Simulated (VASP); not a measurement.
# Rh (R-3m) in VASP: a series of runs

The runs below take Rh through single point, with PBE.

All numbers are computed with VASP 6.6.1; they aren't measurements. Logs are shortened: lines on timing, memory, paths and dates and some standing lists are left out, and cuts for length are marked.

**1. The cell of the first run**

The structure is trigonal, space group R-3m (No. 166). The conventional cell has a = 2.716 Å, b = 2.716 Å, c = 6.455 Å, α = 90.00°, β = 90.00°, γ = 120.00°. Rh (site symmetry -3m) has 12 Rh at 2.66 to 2.72 Å within 3.5 Å.

**2. Single point, PBE (equal xy, yz and zx shear strains of -2 %)**

Contents of INCAR:

```
SYSTEM = Rh
ALGO = Normal
EDIFF = 1E-6
ENCUT = 520
GGA = PE
ISIF = 2
ISMEAR = -1
LASPH = .TRUE.
LCHARG = .FALSE.
LREAL = .FALSE.
LWAVE = .FALSE.
NBANDS = 14
NELM = 80
PREC = Accurate
SIGMA = 0.08
```

Contents of KPOINTS:

```
k-points
0
G
  16 16 16
  0 0 0
```

Contents of POSCAR:

```
Rh
1.0
   -0.0380310000      1.8825345000      1.8825345000
    1.8825345000     -0.0380310000      1.8825345000
    1.8825345000      1.8825345000     -0.0380310000
Rh
1
Direct
    0.0000000000      0.0000000000      0.0000000000
```

Potentials or basis: VASP PAW PBE potentials, release 64 (Rh_pv).

Run with:

```bash
$ cat potpaw_PBE.64/Rh_pv/POTCAR > POTCAR
$ mpirun -np 1 vasp_std > vasp.out
```

OUTCAR:

```text
SYSTEM = Rh
   EDIFF = 1E-6
   ENCUT = 520
   GGA = PE
   ISIF = 2
   ISMEAR = -1
   LASPH = .TRUE.
   LREAL = .FALSE.
   NELM = 80
   PREC = Accurate

 ion  position               nearest neighbor table
   1  0.000  0.000  0.000-

  LATTYP: Found a trigonal (rhomboedric) cell.
 ALAT       =     2.6625774438
 COS(alpha) =     0.4797000918

  Lattice vectors:

 A1 = (  -0.0380310000,   1.8825345000,   1.8825345000)
 A2 = (   1.8825345000,  -0.0380310000,   1.8825345000)
 A3 = (   1.8825345000,   1.8825345000,  -0.0380310000)

Analysis of symmetry for initial positions (statically):
=====================================================================
 Subroutine PRICEL returns:
 Original cell was already a primitive cell.

 Routine SETGRP: Setting up the symmetry group for a
 trigonal (rhombohedral) supercell.

 Subroutine GETGRP returns: Found 12 space group operations
 (whereof 12 operations were pure point group operations)
 out of a pool of 12 trial point group operations.

The static configuration has the point symmetry D_3d.

Analysis of symmetry for dynamics (positions and initial velocities):
=====================================================================
 Subroutine PRICEL returns:
 Original cell was already a primitive cell.

 Routine SETGRP: Setting up the symmetry group for a
 trigonal (rhombohedral) supercell.

 Subroutine GETGRP returns: Found 12 space group operations
 (whereof 12 operations were pure point group operations)
 out of a pool of 12 trial point group operations.

The dynamic configuration has the point symmetry D_3d.

 Subroutine INISYM returns: Found 12 space group operations
 (whereof 12 operations are pure point group operations),
 and found     1 'primitive' translations

----------------------------------------------------------------------------------------

                                     Primitive cell

  volume of cell :      13.7474

  direct lattice vectors                    reciprocal lattice vectors
    -0.038031000  1.882534500  1.882534500    -0.257683458  0.262996519  0.262996519
     1.882534500 -0.038031000  1.882534500     0.262996519 -0.257683458  0.262996519
     1.882534500  1.882534500 -0.038031000     0.262996519  0.262996519 -0.257683458

  length of vectors
     2.662577444  2.662577444  2.662577444     0.452476632  0.452476632  0.452476632

  position of ions in fractional coordinates (direct lattice)
     0.000000000  0.000000000  0.000000000

  ion indices of the primitive-cell ions
   primitive index   ion index
                 1           1

----------------------------------------------------------------------------------------

 KPOINTS: k-points

Automatic generation of k-mesh.
 Grid dimensions read from file:
 generate k-points for:   16   16   16

 Generating k-lattice:

  Cartesian coordinates                     Fractional coordinates (reciprocal lattice)
    -0.016105216  0.016437282  0.016437282     0.062500000  0.000000000  0.000000000
     0.016437282 -0.016105216  0.016437282     0.000000000  0.062500000  0.000000000
     0.016437282  0.016437282 -0.016105216     0.000000000  0.000000000  0.062500000

  Length of vectors
     0.028279789  0.028279789  0.028279789

  Shift w.r.t. Gamma in fractional coordinates (k-lattice)
     0.000000000  0.000000000  0.000000000

 Subroutine IBZKPT returns following result:
 ===========================================

 Found    417 irreducible k-points:

 Following reciprocal coordinates:
            Coordinates               Weight
  0.000000  0.000000  0.000000      1.000000
  0.062500  0.000000  0.000000      6.000000
  0.125000  0.000000  0.000000      6.000000
  0.187500 -0.000000 -0.000000      6.000000
  0.250000  0.000000  0.000000      6.000000
  0.312500  0.000000 -0.000000      6.000000
[... 16 lines left out ...]
 -0.125000  0.062500  0.000000     12.000000
 -0.062500  0.062500  0.000000      6.000000
 [... further k-points ...]
   k-points           NKPTS =    417   k-points in BZ     NKDIM =    417   number of bands    NBANDS=     14
   number of dos      NEDOS =    301   number of ions     NIONS =      1
   total plane-waves  NPLWV =   8000
   dimension x,y,z NGX =    20 NGY =   20 NGZ =   20
   dimension x,y,z NGXF=    40 NGYF=   40 NGZF=   40
   ions per type =               1
   NGX,Y,Z   is equivalent  to a cutoff of  12.49, 12.49, 12.49 a.u.
   NGXF,Y,Z  is equivalent  to a cutoff of  24.98, 24.98, 24.98 a.u.
 SYSTEM =  Rh
   PREC   = accura    normal or accurate (medium, high low for compatibility)
   ISTART =      0    job   : 0-new  1-cont  2-samecut
   ICHARG =      2    charge: 1-file 2-atom 10-const
   ISPIN  =      1    spin polarized calculation?
   LNONCOLLINEAR =      F non collinear calculations
   LSORBIT =      F    spin-orbit coupling
   LASPH  =      T    aspherical Exc in radial PAW
   ENCUT  =  520.0 eV  38.22 Ry    6.18 a.u.   4.95  4.95  4.95*2*pi/ulx,y,z
   NELM   =     80;   NELMIN=  2; NELMDL= -5     # of ELM steps
   EDIFF  = 0.1E-05   stopping-criterion for ELM
   LREAL  =      F    real-space projection
   EDIFFG = 0.1E-04   stopping-criterion for IOM
   NSW    =      0    number of steps for IOM
   IBRION =     -1    ionic relax: 0-MD 1-quasi-New 2-CG
   NFREE  =      0    steps in history (QN), initial steepest desc. (CG)
   ISIF   =      2    stress and relaxation
   ISYM   =      2    0-nonsym 1-usesym 2-fastsym
   POTIM  = 0.5000    time-step for ionic-motion
   TEBEG  =    0.0;   TEEND  =   0.0 temperature during run
   PSTRESS=    0.0 pullay stress
   NELECT =      15.0000    total number of electrons
   NUPDOWN=      -1.0000    fix difference up-down
   EMIN   =  10.00;   EMAX   =-10.00  energy-range for DOS
   EFERMI =   0.00;   METHOD = LEGACY
   ISMEAR =    -1;   SIGMA  =   0.08  broadening in eV -4-tet -1-fermi 0-gaus
   EFERMI_NEDOS =   21; number of points for ismear=-14 and -15
   IALGO  =     38    algorithm
   IMIX   =      4    mixing-type and parameters
     AMIX     =   0.40;   BMIX     =  1.00
     AMIX_MAG =   1.60;   BMIX_MAG =  1.00
  volume/ion in A,a.u.               =      13.75        92.77
  Fermi-wavevector in a.u.,A,eV,Ry     =   1.685380  3.184907 38.647437  2.840507
  Thomas-Fermi vector in A             =   2.768234
   LORBIT       =      0    0 simple, 1 ext, 2 COOP (PROOUT), +10 PAW based schemes
   GGA     = PE    functional components
   LHFCALC =     F    Hartree Fock is set to
   AEXX    =    0.0000 exact exchange contribution
   IVDW    =     0    specifies the selected vdW correction
   LEPSILON=     F    determine dielectric tensor
   LRPA    =     F    only Hartree local field effects (RPA)
 non-spin polarized calculation
  energy-cutoff  :      520.00
  volume of cell :       13.75
 maximum number of plane-waves:       380
   NGX =  9   NGY =  9   NGZ =  9

 number of electron      15.0000003 magnetization

 Free energy of the ion-electron system (eV)
  ---------------------------------------------------
  ext. energy  EPLUGINS =         0.00000000
  ---------------------------------------------------
  free energy    TOTEN  =        -7.25694543 eV

  energy without entropy =       -7.22704193  energy(sigma->0) =       -7.24199368

 E-fermi :  11.8973     XC(G=0): -14.0308

 val. band max:       11.8960844961   @ k =   0.4375   0.3750   0.3125
 cond. band min:      11.9018295959   @ k =  -0.1875   0.1250   0.0000
 fundamental gap:      0.0057450998
 Fermi energy:        11.8973329846

 k-point     1 :       0.0000    0.0000    0.0000
  band No.  band energies     occupation
      1     -34.4719      2.00000
      2     -34.4719      2.00000
      3     -34.4627      2.00000
      4       3.9474      2.00000
      5       8.6931      2.00000
      6       8.6931      2.00000
      7       9.0784      2.00000
      8      10.9313      1.99999
      9      10.9313      1.99999
     10      27.8900      0.00000
     11      32.4457      0.00000
     12      33.0534      0.00000
     13      33.0534      0.00000
     14      34.0322      0.00000

 k-point     2 :       0.0625    0.0000    0.0000
  band No.  band energies     occupation
      1     -34.4992      2.00000
      2     -34.4751      2.00000
      3     -34.4678      2.00000
      4       4.1023      2.00000
      5       8.6461      2.00000
      6       8.7437      2.00000
      7       9.1236      2.00000
      8      10.9008      1.99999
      9      10.9018      1.99999
     10      28.1083      0.00000
     11      32.2914      0.00000
     12      32.4502      0.00000
     13      33.2910      0.00000
     14      34.1790      0.00000

 k-point     3 :       0.1250    0.0000    0.0000
  band No.  band energies     occupation
      1     -34.5792      2.00000
      2     -34.4844      2.00000
      3     -34.4794      2.00000
      4       4.5406      2.00000
      5       8.5158      2.00000
      6       8.8667      2.00000
      7       9.2607      2.00000
      8      10.8459      2.00000
      9      10.8494      2.00000
     10      28.6615      0.00000
     11      30.6756      0.00000
     12      32.4461      0.00000
     13      33.9760      0.00000
     14      34.7726      0.00000
[... 324 lines left out ...]
 k-point    23 :      -0.1250    0.0625    0.0000
  band No.  band energies     occupation
      1     -34.6215      2.00000
      2     -34.5117      2.00000
      3     -34.4809      2.00000
      4       4.8585      2.00000
      5       8.3553      2.00000
      6       8.9821      2.00000
      7       9.3761      2.00000
      8      10.6232      2.00000
      9      11.0661      1.99994
     10      28.9941      0.00000
     11      30.0533      0.00000
     12      32.4460      0.00000
     13      33.6302      0.00000
     14      35.5792      0.00000

 k-point    24 :      -0.0625    0.0625    0.0000
  band No.  band energies     occupation
      1     -34.5360      2.00000
      2     -34.4908      2.00000
      3     -34.4712      2.00000
      4       4.3503      2.00000
      5       8.5177      2.00000
      6       8.8436      2.00000
      7       9.2233      2.00000
      8      10.7627      2.00000
      9      10.9734      1.99998
     10      28.4347      0.00000
     11      31.4759      0.00000
     12      32.4469      0.00000
     13      33.2778      0.00000
     14      34.6828      0.00000

 [... further k-points ...]

------------------------ aborting loop because EDIFF is reached ----------------------------------------

  FORCE on cell =-STRESS in cart. coord.  units (eV):
  Direction    XX          YY          ZZ          XY          YZ          ZX
  --------------------------------------------------------------------------------------
  -------------------------------------------------------------------------------------
  Total        0.5536654      0.5536654      0.5536654      0.3481472      0.3481472      0.3481472
  in kB       64.5261699     64.5261699     64.5261699     40.5743385     40.5743385     40.5743385
  external PRESSURE =      64.5261699 kB  Pullay stress =       0.0000000 kB

 VOLUME and BASIS-vectors are now :
 -----------------------------------------------------------------------------
  energy-cutoff  :      520.00
  volume of cell :       13.75
      direct lattice vectors                 reciprocal lattice vectors
    -0.038031000  1.882534500  1.882534500    -0.257683458  0.262996519  0.262996519
     1.882534500 -0.038031000  1.882534500     0.262996519 -0.257683458  0.262996519
     1.882534500  1.882534500 -0.038031000     0.262996519  0.262996519 -0.257683458

 POSITION                                       TOTAL-FORCE (eV/Angst)
 -----------------------------------------------------------------------------------
      0.00000      0.00000      0.00000        -0.000000      0.000000     -0.000000
 -----------------------------------------------------------------------------------
    total drift:                                0.000000     -0.000000      0.000000

  FREE ENERGIE OF THE ION-ELECTRON SYSTEM (eV)
  ---------------------------------------------------
  free  energy   TOTEN  =        -7.2569454276 eV

  energy  without entropy=       -7.2270419306  energy(sigma->0) =       -7.24199368
```

Run time: 21 s. Hardware: 1 thread of Intel Xeon 6975P-C (Granite Rapids), shared host; peak memory 0.18 GiB.

What came out:

| Item | Value |
| --- | --- |
| Free energy | -7.2569 eV |
| Pressure | 6.5 GPa |
| Band gap on the k mesh | zero (an odd number of electrons rules out a gap without spin polarisation) |

Stress tensor (GPa, compression positive):
```
6.45 4.06 4.06
4.06 6.45 4.06
4.06 4.06 6.45
```

Caveat: the cell differs from its parent crystal (equal xy, yz and zx shear strains of -2 %); the cell stands under pressure.

**3. Single point, PBE (equal xy, yz and zx shear strains of +1 %)**

Contents of INCAR:

```
  PREC = Accurate
  ENCUT = 520
  EDIFF = 1E-7
  ISMEAR = -1
  SIGMA = 0.08
  LREAL = False
  LASPH = True
  NELM = 60
  ALGO = Normal
  ISIF = 2
  LWAVE = False
  LCHARG = True
  GGA = PE
  LELF = True
  LVHAR = True
  NBANDS = 14
```

Contents of KPOINTS:

```
Automatic mesh
0
Gamma
  16 16 16
```

Contents of POSCAR:

```
Rh
1.0
    0.0190155000      1.9110577500      1.9110577500
    1.9110577500      0.0190155000      1.9110577500
    1.9110577500      1.9110577500      0.0190155000
Rh
1
Direct
    0.0000000000      0.0000000000      0.0000000000
```

Potentials or basis: VASP PAW PBE potentials, release 64 (Rh_pv).

Run with:

```bash
$ cat potpaw_PBE.64/Rh_pv/POTCAR > POTCAR
$ mpirun -np 1 vasp_std > vasp.out
```

Wall time 24 s (1 thread of Intel Xeon 6975P-C (Granite Rapids), shared host); peak memory 0.18 GiB.

Results (log left out):

```yaml
Free_energy: -7.2650 eV
Pressure: 6.2 GPa
Band_gap_on_the_k_mesh: zero (an odd number of electrons rules out a gap without spin polarisation)
```

Stress tensor (GPa, compression positive):
```
 6.17 -1.99 -1.99
-1.99  6.17 -1.99
-1.99 -1.99  6.17
```

Levels at points of the mesh, in eV from the Fermi level:
```tsv
k point	band 5	band 6	band 7	band 8	band 9	band 10
(0.00, 0.00, 0.00)	-3.19	-3.01	-3.01	-0.98	-0.98	16.00
(0.50, 0.00, 0.00)	-3.26	-3.04	0.53	0.65	0.79	8.73
(0.50, 0.50, 0.00)	-5.94	0.54	1.00	1.00	3.27	12.28
(0.50, 0.50, 0.50)	-3.12	-3.12	0.55	0.55	0.59	8.42
```

Caveat: the cell differs from its parent crystal (equal xy, yz and zx shear strains of +1 %); the cell stands under pressure.

**4. Single point, PBE (equal xy, yz and zx shear strains of +3 %)**

Contents of INCAR:

```
PREC = Accurate ; ENCUT = 520
EDIFF = 1E-6 ; ISMEAR = -1
SIGMA = 0.08 ; LREAL = F
LASPH = T ; NELM = 100
ALGO = Normal ; ISIF = 2
LWAVE = F ; LCHARG = T
GGA = PE ; LELF = T
LVHAR = T ; NBANDS = 14
```

KPOINTS is that of step 3.

Contents of POSCAR:

```
Rh
1.0
    0.0570465000      1.9300732500      1.9300732500
    1.9300732500      0.0570465000      1.9300732500
    1.9300732500      1.9300732500      0.0570465000
Rh
1
Direct
    0.0000000000      0.0000000000      0.0000000000
```

Potentials or basis: VASP PAW PBE potentials, release 64 (Rh_pv).

Run with:

```bash
$ cat potpaw_PBE.64/Rh_pv/POTCAR > POTCAR
$ mpirun -np 1 vasp_std > vasp.out
```

OUTCAR:

```text
PREC = Accurate
   ENCUT = 520
   EDIFF = 1E-6
   ISMEAR = -1
   LREAL = F
   LASPH = T
   NELM = 100
   ISIF = 2
   GGA = PE

 ion  position               nearest neighbor table
   1  0.000  0.000  0.000-

  LATTYP: Found a trigonal (rhomboedric) cell.
 ALAT       =     2.7301318290
 COS(alpha) =     0.5293254421

  Lattice vectors:

 A1 = (   0.0570465000,   1.9300732500,   1.9300732500)
 A2 = (   1.9300732500,   0.0570465000,   1.9300732500)
[... 586 lines left out ...]
     14      34.3113      0.00000

 [... further k-points ...]

------------------------ aborting loop because EDIFF is reached ----------------------------------------

  FORCE on cell =-STRESS in cart. coord.  units (eV):
  Direction    XX          YY          ZZ          XY          YZ          ZX
  --------------------------------------------------------------------------------------
  -------------------------------------------------------------------------------------
  Total        0.5972954      0.5972954      0.5972954     -0.5073527     -0.5073527     -0.5073527
  in kB       69.6364858     69.6364858     69.6364858    -59.1503944    -59.1503944    -59.1503944
  external PRESSURE =      69.6364858 kB  Pullay stress =       0.0000000 kB

 VOLUME and BASIS-vectors are now :
 -----------------------------------------------------------------------------
  energy-cutoff  :      520.00
  volume of cell :       13.74
      direct lattice vectors                 reciprocal lattice vectors
     0.057046500  1.930073250  1.930073250    -0.270835189  0.263060016  0.263060016
     1.930073250  0.057046500  1.930073250     0.263060016 -0.270835189  0.263060016
     1.930073250  1.930073250  0.057046500     0.263060016  0.263060016 -0.270835189

 POSITION                                       TOTAL-FORCE (eV/Angst)
 -----------------------------------------------------------------------------------
      0.00000      0.00000      0.00000        -0.000000     -0.000000     -0.000000
 -----------------------------------------------------------------------------------
    total drift:                                0.000000     -0.000000      0.000000

  FREE ENERGIE OF THE ION-ELECTRON SYSTEM (eV)
  ---------------------------------------------------
  free  energy   TOTEN  =        -7.2445267531 eV

  energy  without entropy=       -7.2148767630  energy(sigma->0) =       -7.22970176
```

OSZICAR:

```text
N       E                     dE             d eps       ncg     rms          rms(c)
DAV:   1     0.120190313031E+03    0.12019E+03   -0.87980E+03 11760   0.115E+03
DAV:   2    -0.620648107758E+01   -0.12640E+03   -0.12105E+03 13020   0.341E+02
DAV:   3    -0.773035084242E+01   -0.15239E+01   -0.15215E+01 13806   0.414E+01
DAV:   4    -0.773594601257E+01   -0.55952E-02   -0.55949E-02 13536   0.256E+00
DAV:   5    -0.773599594024E+01   -0.49928E-04   -0.49927E-04 13674   0.213E-01    0.102E+01
DAV:   6    -0.726447670224E+01    0.47152E+00   -0.80555E-01 12306   0.123E+01    0.362E+00
DAV:   7    -0.724800771791E+01    0.16469E-01   -0.17160E-02 13536   0.161E+00    0.170E+00
DAV:   8    -0.724466038359E+01    0.33473E-02   -0.32614E-03 12396   0.766E-01    0.206E-01
DAV:   9    -0.724452432115E+01    0.13606E-03   -0.88603E-05 12474   0.129E-01    0.117E-02
DAV:  10    -0.724452698423E+01   -0.26631E-05   -0.26752E-06 12928   0.197E-02    0.295E-03
DAV:  11    -0.724452675314E+01    0.23109E-06   -0.30043E-07  6156   0.695E-03
   1 F= -.72445268E+01 E0= -.72297018E+01  d E =-.296500E-01
```

stdout:

```text
POSCAR found type information on POSCAR Rh
 POSCAR found :  1 types and       1 ions
 scaLAPACK will be used
 LDA part: xc-table for (Slater+PW92), standard interpolation
 POSCAR, INCAR and KPOINTS ok, starting setup
 FFT: planning ... GRIDC
 FFT: planning ... GRID_SOFT
 FFT: planning ... GRID
 WAVECAR not read
 entering main loop
```

Run time: 22 s. Hardware: 1 thread of Intel Xeon 6975P-C (Granite Rapids), shared host; peak memory 0.18 GiB.

Results:

| Item | Value |
| --- | --- |
| Free energy | -7.2445 eV |
| Pressure | 7.0 GPa |
| Band gap on the k mesh | zero (an odd number of electrons rules out a gap without spin polarisation) |

Caveat: the cell differs from its parent crystal (equal xy, yz and zx shear strains of +3 %); the cell stands under pressure.

[end of part 1 of 2]
